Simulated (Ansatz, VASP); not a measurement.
## Two plane-wave programs on Re

```
CELL_PARAMETERS angstrom
0.00000 1.98856 1.98856
1.98856 0.00000 1.98856
1.98856 1.98856 0.00000
ATOMIC_POSITIONS crystal
Re 0.00000 0.00000 0.00000
```

Alike in both runs: task single point; functional PBE; k mesh 10 × 10 × 10; occupations gaussian, width 0.15 eV; no spin polarisation.

|  | VASP | Ansatz |
| --- | --- | --- |
| version | VASP 6.6.1 | Ansatz 0.2.0 |
| potentials or method | VASP PAW PBE potentials, release 64 (Re), cutoff 520 eV | scalar-relativistic, plane waves, PAW |
| valence electrons in the cell | 7 | 15 |

|  | VASP | Ansatz | Ansatz less VASP |
| --- | --- | --- | --- |
| gap on the k mesh at the Fermi level (eV) | none | none | - |
| pressure (GPa) | -16.3 | -15.6 | +0.73 |

A gap of «none» marks a metal or a gap that the smearing closes. With one functional, cell and mesh, what is left measures potentials, basis and numerics. VASP's potentials hold 7 valence electrons a cell and Ansatz's 15, so a difference there can come from the potentials and not from the codes.

Spin-orbit coupling is off throughout.
